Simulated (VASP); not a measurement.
# Gd (P1) in VASP: single point with PBE+U

Aim: the single point of Gd with PBE+U.

All numbers are computed with VASP 6.6.1; they aren't measurements. Logs are shortened: lines on timing, memory, paths and dates and some standing lists are left out, and cuts for length are marked.

### 1 The cell of the first run

The typed cell holds 8 atoms: a = 6.347 Å, b = 7.258 Å, c = 6.784 Å, α = 103.91°, β = 62.84°, γ = 88.89°.

### 2 Single point, PBE+U, collinear spin, antiferromagnetic start

Input file POSCAR:

```
Gd
1.0
    5.4660390000      3.2264230000     -0.0233310000
   -3.5673320000      6.3200070000      0.0768770000
    3.5757340000      0.0754400000      5.7646930000
Gd
8
Direct
    0.0851350000      0.3037230000      0.2410530000
    0.0575610000      0.8095730000      0.2533930000
    0.5687670000      0.0592800000      0.2503430000
    0.5992050000      0.5744770000      0.3028770000
    0.4608990000      0.4140240000      0.7142620000
    0.5143790000      0.8711100000      0.7601330000
    0.9809340000      0.2089830000      0.7602830000
    0.9276080000      0.6718520000      0.7857000000
```

Input file INCAR.step1:

```
SYSTEM = Gd
PREC = Accurate ; ENCUT = 520
EDIFF = 1E-6 ; ISMEAR = -1
SIGMA = 0.0362 ; LREAL = .FALSE.
LASPH = .TRUE. ; NELM = 200
ALGO = Normal ; ISIF = 2
LWAVE = .FALSE. ; LCHARG = .TRUE.
ISPIN = 2 ; MAGMOM = 7 -7 7 -7 7 -7 7 -7
LMAXMIX = 6 ; LDAU = .TRUE.
LDAUTYPE = 2 ; LDAUL = 3
LDAUU = 2.7 ; LDAUJ = 0
LDAUPRINT = 1 ; GGA = PE
NBANDS = 86 ; GGA_COMPAT = .FALSE.
NEDOS = 2001 ; LORBIT = 11
KPAR = 4
```

Input file KPOINTS.step1:

```
Automatic mesh
0
Gamma
  3 3 3
  0.5 0 0.5
```

Input file INCAR.step2:

```
SYSTEM = Gd
PREC = Accurate ; ENCUT = 520
EDIFF = 1E-6 ; ISMEAR = -5
SIGMA = 0.0362 ; LREAL = .FALSE.
LASPH = .TRUE. ; NELM = 200
ALGO = Normal ; ISIF = 2
LWAVE = .FALSE. ; LCHARG = .FALSE.
ISPIN = 2 ; MAGMOM = 7 -7 7 -7 7 -7 7 -7
LORBIT = 11 ; LMAXMIX = 6
LDAU = .TRUE. ; LDAUTYPE = 2
LDAUL = 3 ; LDAUU = 2.7
LDAUJ = 0 ; LDAUPRINT = 1
GGA = PE ; NBANDS = 86
NEDOS = 2001 ; ICHARG = 11
GGA_COMPAT = .FALSE. ; KPAR = 4
```

Input file KPOINTS.step2:

```
Automatic mesh
0
G
  5 5 5
  0 0 0
```

Potentials or basis: VASP PAW PBE potentials, release 64 (Gd).

The run is started by

```console
cat potpaw_PBE.64/Gd/POTCAR > POTCAR
cp INCAR.step1 INCAR
cp KPOINTS.step1 KPOINTS
mpirun -np 4 vasp_std > vasp.out
cp INCAR.step2 INCAR
cp KPOINTS.step2 KPOINTS
mpirun -np 4 vasp_std > vasp.out
```

OUTCAR:

```text
SYSTEM = Gd
   PREC = Accurate
   ENCUT = 520
   EDIFF = 1E-6
   ISMEAR = -5
   LREAL = .FALSE.
   LASPH = .TRUE.
   NELM = 200
   ISIF = 2
   ISPIN = 2
   LORBIT = 11
   GGA = PE
   ICHARG = 11

 ion  position               nearest neighbor table
   1  0.085  0.304  0.241-   4 3.43   7 3.52   7 3.53   3 3.55
   2  0.058  0.810  0.253-   4 3.33   6 3.42   6 3.51   8 3.56
   3  0.569  0.059  0.250-   5 3.33   6 3.45   8 3.46   1 3.55
   4  0.599  0.574  0.303-   5 3.05   6 3.13   2 3.33   8 3.42   1 3.43
   5  0.461  0.414  0.714-   4 3.05   6 3.30   3 3.33   7 3.34
   6  0.514  0.871  0.760-   8 3.06   4 3.13   5 3.30   2 3.42   3 3.45   2 3.51
   7  0.981  0.209  0.760-   8 3.32   5 3.34   1 3.52   1 3.53
   8  0.928  0.672  0.786-   6 3.06   7 3.32   4 3.42   3 3.46   2 3.56

  LATTYP: Found a triclinic cell.
 ALAT       =     6.8558856965
 B/A-ratio  =     1.7823334941
 C/A-ratio  =     0.9258143750
 COS(alpha) =     0.0011587354
 COS(beta)  =     0.4741664227
 COS(gamma) =     0.7239183040

  Lattice vectors:

 A1 = (  -1.8903050000,  -3.1509830000,   5.7880240000)
 A2 = (  -1.8819030000,   3.2444640000,  11.6295940000)
 A3 = (  -5.4660390000,  -3.2264230000,   0.0233310000)

Analysis of symmetry for initial positions (statically):
=====================================================================
 Subroutine PRICEL returns:
 Original cell was already a primitive cell.

 Routine SETGRP: Setting up the symmetry group for a
 triclinic supercell.

 Subroutine GETGRP returns: Found  1 space group operations
 (whereof  1 operations were pure point group operations)
 out of a pool of  2 trial point group operations.

The static configuration has the point symmetry C_1 .

Analysis of symmetry for dynamics (positions and initial velocities):
=====================================================================
 Subroutine PRICEL returns:
 Original cell was already a primitive cell.

 Routine SETGRP: Setting up the symmetry group for a
 triclinic supercell.

[... 498 lines left out ...]
  o =  0.9887  v =  0.0000  0.0000  0.0000  0.0000  0.0000  0.0000  0.0000  0.5762 -0.0509  0.5027  0.1967  0.1280 -0.5900  0.0973      0.0000  0.0000  0.0000  0.0000  0.0000  0.0000  0.0000  0.0000  0.0000  0.0000  0.0000  0.0000  0.0000  0.0000
  o =  0.9889  v =  0.0000  0.0000  0.0000  0.0000  0.0000  0.0000  0.0000  0.0441 -0.5785  0.1604  0.6613  0.0048  0.4468 -0.0259      0.0000  0.0000  0.0000  0.0000  0.0000  0.0000  0.0000  0.0000  0.0000  0.0000  0.0000  0.0000  0.0000  0.0000

 number of electron     143.9999997 magnetization      -0.2182799

 Free energy of the ion-electron system (eV)
  ---------------------------------------------------
  ext. energy  EPLUGINS =         0.00000000
  ---------------------------------------------------
  free energy    TOTEN  =       -90.80519328 eV

  energy without entropy =      -90.80519328  energy(sigma->0) =      -90.80519328

 E-fermi :   2.8954     XC(G=0):  -9.9077

 val. band max:        2.9327936520   @ k =   0.2000   0.0000   0.4000
 cond. band min:       2.8436008744   @ k =  -0.0000   0.4000   0.4000
 fundamental gap:     -0.0891927776
 Fermi energy:         2.8954403899

 spin component 1

 k-point     1 :       0.0000    0.0000    0.0000
  band No.  band energies     occupation
      1     -42.6744      1.00000
      2     -42.6321      1.00000
      3     -42.4437      1.00000
      4     -42.3939      1.00000
      5     -39.3079      1.00000
      6     -39.1764      1.00000
[... 4169 lines left out ...]
     83       4.2207      0.00000
     84       4.3079      0.00000

 [... further k-points ...]

 [bands above 84 left out]

------------------------ aborting loop because EDIFF is reached ----------------------------------------

  FORCE on cell =-STRESS in cart. coord.  units (eV):
  Direction    XX          YY          ZZ          XY          YZ          ZX
  --------------------------------------------------------------------------------------
  -------------------------------------------------------------------------------------
  Total        1.3332846      1.2429744      1.5705317     -1.7487822     -0.0296401      0.8172218
  in kB        8.0041179      7.4619581      9.4283858    -10.4984785     -0.1779388      4.9060340
  external PRESSURE =       8.2981539 kB  Pullay stress =       0.0000000 kB

 VOLUME and BASIS-vectors are now :
 -----------------------------------------------------------------------------
  energy-cutoff  :      520.00
  volume of cell :      266.88
      direct lattice vectors                 reciprocal lattice vectors
     5.466039000  3.226423000 -0.023331000     0.136491200  0.078084822 -0.085684865
    -3.567332000  6.320007000  0.076877000    -0.069697730  0.118379709  0.041683048
     3.575734000  0.075440000  5.764693000     0.001481888 -0.001262666  0.172567111

 POSITION                                       TOTAL-FORCE (eV/Angst)
 -----------------------------------------------------------------------------------
      0.24381      2.21240      1.41096         0.230561      0.056875      0.028540
     -1.66732      5.32134      1.52163         0.469548      0.320841      0.045888
      3.79259      2.22862      1.43444         0.126223     -0.027571      0.175242
      2.30894      5.58684      1.77618        -1.150351     -0.504132     -0.998093
      3.59634      4.15757      4.13858         1.020912     -0.380609      0.871319
      2.42211      7.22237      4.43690        -1.736277      0.923713      0.315676
      7.33488      4.54304      4.37598         0.222110     -1.084527     -0.078290
      5.48308      7.29824      4.55933         0.817274      0.695410     -0.360282
 -----------------------------------------------------------------------------------
    total drift:                                0.008820     -0.014808     -0.007366

  FREE ENERGIE OF THE ION-ELECTRON SYSTEM (eV)
  ---------------------------------------------------
  free  energy   TOTEN  =       -90.8051932843 eV

  energy  without entropy=      -90.8051932843  energy(sigma->0) =      -90.80519328

 total charge

# of ion       s       p       d       f       tot
--------------------------------------------------
    1        2.073   5.572   0.587   6.936  15.168
    2        2.077   5.564   0.599   6.937  15.178
    3        2.076   5.563   0.612   6.939  15.190
    4        2.079   5.555   0.675   6.939  15.247
    5        2.078   5.558   0.657   6.941  15.234
    6        2.079   5.554   0.674   6.939  15.245
    7        2.074   5.566   0.599   6.939  15.177
    8        2.076   5.560   0.638   6.936  15.211
--------------------------------------------------
tot         16.612  44.493   5.041  55.505 121.650

 magnetization (x)

# of ion       s       p       d       f       tot
--------------------------------------------------
    1        0.008  -0.072   0.218   6.896   7.051
    2       -0.010   0.070  -0.238  -6.893  -7.071
    3        0.010  -0.076   0.209   6.889   7.032
    4       -0.013   0.073  -0.248  -6.883  -7.071
    5        0.011  -0.074   0.221   6.882   7.040
    6       -0.015   0.073  -0.259  -6.884  -7.086
    7        0.010  -0.069   0.246   6.893   7.080
    8       -0.010   0.074  -0.224  -6.890  -7.051
--------------------------------------------------
tot         -0.009  -0.002  -0.074   0.010  -0.075
```

OUTCAR.step1:

```text
SYSTEM = Gd
   PREC = Accurate
   ENCUT = 520
   EDIFF = 1E-6
   ISMEAR = -1
   LREAL = .FALSE.
[... 3054 lines left out ...]
tot         16.613  44.490   5.049  55.507 121.659

 magnetization (x)

# of ion       s       p       d       f       tot
--------------------------------------------------
    1        0.008  -0.072   0.212   6.895   7.042
    2       -0.010   0.070  -0.247  -6.893  -7.080
    3        0.010  -0.077   0.204   6.889   7.026
    4       -0.013   0.073  -0.253  -6.884  -7.076
    5        0.011  -0.075   0.220   6.882   7.037
    6       -0.015   0.072  -0.266  -6.885  -7.093
    7        0.010  -0.070   0.243   6.893   7.076
    8       -0.010   0.073  -0.228  -6.890  -7.055
--------------------------------------------------
tot         -0.009  -0.007  -0.114   0.007  -0.123
```

OSZICAR.step1:

```text
N       E                     dE             d eps       ncg     rms          rms(c)
DAV:   1     0.222822938517E+04    0.22282E+04   -0.32232E+04  5230   0.794E+03
DAV:   2     0.114458063860E+04   -0.10836E+04   -0.98545E+03  6454   0.153E+03
DAV:   3     0.413622693091E+03   -0.73096E+03   -0.68582E+03  7200   0.500E+02
[... 13 lines left out ...]
DAV:  66    -0.908458121563E+02   -0.15962E-05   -0.15035E-05  4480   0.572E-02    0.257E-02
DAV:  67    -0.908458135574E+02   -0.14010E-05   -0.13208E-05  4336   0.504E-02    0.216E-02
DAV:  68    -0.908458147297E+02   -0.11724E-05   -0.11317E-05  4224   0.510E-02    0.153E-02
DAV:  69    -0.908458157803E+02   -0.10506E-05   -0.10205E-05  4064   0.439E-02    0.899E-03
DAV:  70    -0.908458166562E+02   -0.87588E-06   -0.88824E-06  4032   0.454E-02
   1 F= -.90845817E+02 E0= -.90819681E+02  d E =-.522704E-01  mag=    -0.2183
```

Wall time 73 min (4 MPI ranks of Intel Xeon 6975P-C (Granite Rapids), shared host); peak memory 1.7 GiB.

What came out:

```yaml
Net_moment: -0.22 μB per cell
Site_moments: Gd +7.05, -7.07, +7.03, +7.04, -7.09, +7.08, -7.05 (each value once) μB
Valence_electrons_inside_the_program's_atomic_spheres: Gd 15.17, 15.18, 15.19, 15.25, 15.23, 15.24, 15.21 (each value once)
```

Eigenvalues of the final occupation matrices:
| site | spin | trace | eigenvalues |
| --- | --- | --- | --- |
| site 1 f | 1 | 6.92 | 0.99 0.99 0.99 0.99 0.99 0.99 0.99 |
| site 1 f | 2 | 0.02 | 0.00 0.00 0.00 0.00 0.00 0.00 0.01 |
| site 2 f | 1 | 0.02 | 0.00 0.00 0.00 0.00 0.00 0.01 0.01 |
| site 2 f | 2 | 6.92 | 0.99 0.99 0.99 0.99 0.99 0.99 0.99 |
| site 3 f | 1 | 6.92 | 0.99 0.99 0.99 0.99 0.99 0.99 0.99 |
| site 3 f | 2 | 0.03 | 0.00 0.00 0.00 0.00 0.00 0.01 0.01 |
| site 4 f | 1 | 0.03 | 0.00 0.00 0.00 0.00 0.00 0.01 0.01 |
| site 4 f | 2 | 6.92 | 0.99 0.99 0.99 0.99 0.99 0.99 0.99 |
| site 5 f | 1 | 6.92 | 0.99 0.99 0.99 0.99 0.99 0.99 0.99 |
| site 5 f | 2 | 0.03 | 0.00 0.00 0.00 0.00 0.00 0.01 0.01 |
| site 6 f | 1 | 0.03 | 0.00 0.00 0.00 0.00 0.00 0.01 0.01 |
| site 6 f | 2 | 6.92 | 0.99 0.99 0.99 0.99 0.99 0.99 0.99 |

Caveat: the k points lie up to 0.38 Å⁻¹ apart; spin-orbit coupling is left out, which moves the levels of the heavy elements; tetrahedron occupations give inexact forces and stress in metals.
